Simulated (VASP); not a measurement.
CaS, 2 atoms in the cell. It takes space group Fm-3m (No. 225, cubic). Conventional cell: a = 5.733 Å, b = 5.733 Å, c = 5.733 Å, α = 90.00°, β = 90.00°, γ = 90.00°. Within 3.8 Å of Ca (site symmetry m-3m) lie 6 S at 2.87 Å. S (site symmetry m-3m) has 6 Ca at 2.87 Å within 3.8 Å. 

| Item | Value |
| --- | --- |
| Program | VASP 6.6.1 |
| Task | relaxation of cell and atoms |
| Functional | PBE |
| Potentials or basis | VASP PAW PBE potentials, release 64 (Ca_sv, S) |
| Cutoff | 500 eV |
| k mesh | 4 × 4 × 4 |
| Occupations | gaussian, width 0.15 eV |
| Spin | no spin polarisation |
| Dipole correction | no |
| Further INCAR settings | ALGO = Normal; EDIFF = 1e-07; IBRION = 2; EDIFFG = -0.08; NSW = 36; ISIF = 3 |

Potentials or basis: VASP PAW PBE potentials, release 64 (Ca_sv, S).

Run with:

```console
$ cat potpaw_PBE.64/Ca_sv/POTCAR potpaw_PBE.64/S/POTCAR > POTCAR
$ mpirun -np 1 vasp_std > vasp.out
```

Hardware: 1 thread of AMD EPYC 7R43 64-Core Processor (Zen 3), on a shared host.

Task: How long does it take, and how much memory?

Result: Run time: 7.5 s on 1 thread of AMD EPYC 7R43 64-Core Processor (Zen 3), with other jobs on the host, peak memory 0.13 GiB. Counts: scf iterations 14, k points 8, ion steps 1.
